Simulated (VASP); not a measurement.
# Be (P1) in VASP: notebook, part 2 of 2

VASP 6.6.1. Earlier steps stand in the parts before.

## 3. Single point, PBEsol

This run uses another cell than the first one, of 8.65 Å³/atom.

The input, INCAR:

```
SYSTEM = Be
PREC = Accurate
ENCUT = 520
EDIFF = 1E-6
ISMEAR = -1
SIGMA = 0.17
LREAL = Auto
LASPH = .True.
NELM = 80
ALGO = Normal
ISIF = 2
LWAVE = .False.
LCHARG = .False.
GGA = PS
NBANDS = 60
```

The input, KPOINTS:

```
regular mesh
0
Gamma
  2 2 2
  0 0 0
```

The input, POSCAR:

```
Be
1.0
    7.1043350000      0.0000000000      0.0000000000
   -3.5521670000      6.1525350000      0.0000000000
    0.0000000000      0.0000000000      7.1206900000
Be
36
Direct
    0.0287051215      0.0322143637      0.0256576259
    0.1224502604      0.2622983859      0.2061176656
    0.0667253593      0.0061763159      0.4854164414
    0.1422635918      0.2443545628      0.7388188504
    0.0198589463      0.3293439208     -0.0327777224
    0.1964377804      0.5921624176      0.2748890908
    0.0244969231      0.3307092117      0.4670755222
    0.1517711048      0.5526014887      0.7055636462
    0.0681488949      0.7401827052     -0.0186217909
    0.1506454798      0.8655944257      0.2313399404
    0.0350888346      0.6653355080      0.4881970708
    0.1456325913      0.9103239559      0.7113355588
    0.3650780118      0.0241363926     -0.0311486668
    0.4963510851      0.2086457046      0.2340222647
    0.3646650061     -0.0093457412      0.4930842376
    0.4689186121      0.2536352902      0.7366982694
    0.3533368146      0.3366742327     -0.0451220317
    0.4898925456      0.5808175004      0.2440353393
    0.3354545920      0.3473039975      0.4909636566
    0.4940592753      0.5522439125      0.7613447573
    0.3176853623      0.6795410347     -0.0278203376
    0.5051841860      0.8978738032      0.2819670566
    0.4001557918      0.6830030223      0.4892643831
    0.4755285814      0.8822542253      0.7543510531
    0.6320318227     -0.0174074589      0.0033564163
    0.7965035789      0.2215347007      0.2457907871
    0.7114602722      0.0139779782      0.5255951319
    0.8567434234      0.2605430119      0.7331733301
    0.6812900495      0.3693274398     -0.0020784503
    0.8276396341      0.5556408862      0.2564358229
    0.6455570142      0.2998601390      0.5031534865
    0.8188807084      0.5909921683      0.7581849512
    0.7767943692      0.7303168531      0.0252222748
    0.8073749785      0.9180768578      0.2647074932
    0.6953701903      0.6222800846      0.4939549398
    0.8134856743      0.8964597520      0.7320779306
```

Potentials or basis: VASP PAW PBE potentials, release 64 (Be).

On the command line:

```sh
$ cat potpaw_PBE.64/Be/POTCAR > POTCAR
$ mpirun -np 1 vasp_std > vasp.out
```

OUTCAR:

```text
SYSTEM = Be
   PREC = Accurate
   ENCUT = 520
   EDIFF = 1E-6
   ISMEAR = -1
   LREAL = Auto
   LASPH = .True.
   NELM = 80
   ISIF = 2
   GGA = PS

 ion  position               nearest neighbor table
   1  0.029  0.032  0.026-   2 1.92  33 1.99  34 2.18   5 2.18   9 2.25  17 2.29  10 2.31
   2  0.122  0.262  0.206-   1 1.92   5 2.00   7 2.12   6 2.19  26 2.20  17 2.30  34 2.39
   3  0.067  0.006  0.485-  12 1.94  15 2.17  19 2.21  34 2.26  10 2.29  11 2.32   4 2.34  36 2.35

   4  0.142  0.244  0.739-  17 2.02   5 2.07  28 2.09  19 2.13   8 2.17  16 2.29   7 2.31   3 2.34
                            20 2.36
   5  0.020  0.329  0.967-  28 1.95   2 2.00   4 2.07   1 2.18   8 2.32  21 2.32  17 2.35
   6  0.196  0.592  0.275-  23 1.98  11 2.12   7 2.13  18 2.14  10 2.15  22 2.18   2 2.19  21 2.29
[... 26 lines left out ...]
  21  0.318  0.680  0.972-   9 2.02  24 2.03   8 2.18  25 2.21   6 2.29  13 2.30   5 2.32
  22  0.505  0.898  0.282-  23 1.98  34 2.08  15 2.09  25 2.14  27 2.15   6 2.18  26 2.21  18 2.22
                            14 2.27
  23  0.400  0.683  0.489-   6 1.98  22 1.98  18 2.11   8 2.17  19 2.19  24 2.26  27 2.30  15 2.32
                            35 2.34  20 2.38
  24  0.476  0.882  0.754-  25 2.02  21 2.03  13 2.18  27 2.18  23 2.26  15 2.30   8 2.35  36 2.36
[... 265 lines left out ...]
      2      -2.5167      2.00000
      3      -2.4001      2.00000
      4      -1.8327      2.00000
      5      -1.7533      2.00000
      6      -1.6709      2.00000
[... 397 lines left out ...]
     47       8.7318      0.00000
     48       9.0020      0.00000
 [bands above 48 left out]

------------------------ aborting loop because EDIFF is reached ----------------------------------------

  FORCE on cell =-STRESS in cart. coord.  units (eV):
  Direction    XX          YY          ZZ          XY          YZ          ZX
  --------------------------------------------------------------------------------------
  -------------------------------------------------------------------------------------
  Total       -7.6213857     -9.5980452      3.6361881      2.6620546      0.2018674      2.8645504
  in kB      -39.2324037    -49.4076011     18.7179086     13.7033873      1.0391476     14.7457698
  external PRESSURE =     -23.3073654 kB  Pullay stress =       0.0000000 kB

 VOLUME and BASIS-vectors are now :
 -----------------------------------------------------------------------------
  energy-cutoff  :      520.00
  volume of cell :      311.24
      direct lattice vectors                 reciprocal lattice vectors
     7.104335000  0.000000000  0.000000000     0.140759128  0.081267304  0.000000000
    -3.552167000  6.152535000  0.000000000     0.000000000  0.162534630  0.000000000
     0.000000000  0.000000000  7.120690000     0.000000000  0.000000000  0.140435829

 POSITION                                       TOTAL-FORCE (eV/Angst)
 -----------------------------------------------------------------------------------
      0.08950      0.19820      0.18270         0.845151     -0.340847     -1.923071
     -0.06180      1.61380      1.46770         1.324616      0.450678      2.265587
      0.45210      0.03800      3.45650        -1.466637      0.502265     -0.736324
      0.14270      1.50340      5.26090         0.237526     -0.945774     -1.072869
     -1.02880      2.02630      6.88729        -0.157945      0.927512      0.938388
     -0.70790      3.64330      1.95740        -1.299424     -0.862057     -1.668393
[... 28 lines left out ...]
      2.72970      3.82860      3.51730        -1.007016      1.244242      0.372103
      2.59490      5.51550      5.21290         0.381631     -0.104565      1.000519
 -----------------------------------------------------------------------------------
    total drift:                               -0.000370      0.000681      0.001507

  FREE ENERGIE OF THE ION-ELECTRON SYSTEM (eV)
  ---------------------------------------------------
  free  energy   TOTEN  =      -135.1390657755 eV

  energy  without entropy=     -134.7068960827  energy(sigma->0) =     -134.92298093
```

OSZICAR:

```text
N       E                     dE             d eps       ncg     rms          rms(c)
DAV:   1     0.806780025893E+02    0.80678E+02   -0.27549E+04   960   0.102E+03
DAV:   2    -0.126129709284E+03   -0.20681E+03   -0.19273E+03  1228   0.178E+02
DAV:   3    -0.137529992004E+03   -0.11400E+02   -0.11031E+02  1200   0.346E+01
DAV:   4    -0.137733611838E+03   -0.20362E+00   -0.20244E+00  1192   0.566E+00
DAV:   5    -0.137736659487E+03   -0.30476E-02   -0.30440E-02  1192   0.513E-01    0.713E+00
DAV:   6    -0.135592830103E+03    0.21438E+01   -0.22034E+00  1152   0.471E+00    0.385E+00
DAV:   7    -0.135167354862E+03    0.42548E+00   -0.10825E+00  1200   0.312E+00    0.136E+00
DAV:   8    -0.135141999277E+03    0.25356E-01   -0.11678E-01  1176   0.114E+00    0.479E-01
DAV:   9    -0.135139408062E+03    0.25912E-02   -0.67273E-03  1200   0.287E-01    0.132E-01
DAV:  10    -0.135139079087E+03    0.32898E-03   -0.51765E-04  1128   0.783E-02    0.294E-02
DAV:  11    -0.135139064833E+03    0.14255E-04   -0.75716E-05  1216   0.258E-02    0.703E-03
DAV:  12    -0.135139065775E+03   -0.94292E-06   -0.81323E-06  1104   0.882E-03
   1 F= -.13513907E+03 E0= -.13492298E+03  d E =-.432170E+00
```

Run time: 7.9 min. Hardware: 1 thread of Intel Xeon 8259CL, shared host; peak memory 0.43 GiB.

Results:

* Free energy: -135.1391 eV
* Pressure: -2.3 GPa
* Largest force: 3.222 eV/Å
* Band gap on the k mesh: zero (bands 36 and 37 overlap by 0.71 eV)

Forces in eV/Å, atoms in the order of the input:
```
Be   0.845 -0.341 -1.923
Be   1.325  0.451  2.266
Be  -1.467  0.502 -0.736
Be   0.238 -0.946 -1.073
Be  -0.158  0.928  0.938
Be  -1.299 -0.862 -1.668
Be   0.023  0.057  0.770
Be   0.049  0.478  1.069
Be  -0.659 -2.060 -0.720
Be  -0.262  1.226  0.722
Be  -0.368  0.320  0.276
Be   0.284 -0.385  1.893
Be  -0.261  0.037  0.500
Be  -1.385  0.072  0.224
Be  -0.114  0.071 -0.133
Be   0.528 -0.998 -0.247
Be  -0.273 -0.695  3.135
Be   0.567 -0.298 -0.651
Be   1.064  0.188 -0.672
Be  -0.774  1.858 -1.203
Be   1.405 -0.238  1.089
Be  -0.798  0.396 -1.180
Be   0.378  0.262  1.713
Be  -0.326  0.269 -1.198
Be   2.205  0.694  0.410
Be   0.182  0.137 -0.388
Be  -0.534  0.293 -1.370
Be  -1.995 -0.945 -0.311
Be   0.712 -0.176 -0.553
Be  -0.182 -0.306 -0.530
Be   1.778  1.124 -0.718
Be   0.743 -0.636 -0.413
Be  -1.220 -1.374 -0.673
Be   0.374 -0.241 -0.014
Be  -1.007  1.244  0.372
Be   0.382 -0.105  1.001
```

Stress tensor (GPa, compression positive):
```
-3.92  1.37  1.47
 1.37 -4.94  0.10
 1.47  0.10  1.87
```

Caveat: the k points lie up to 0.51 Å⁻¹ apart, too coarse for converged energies and pressures of a metal; the atoms stand as in a frame of molecular dynamics; the PAW data sets were made with another functional, which shifts forces and pressure a little.
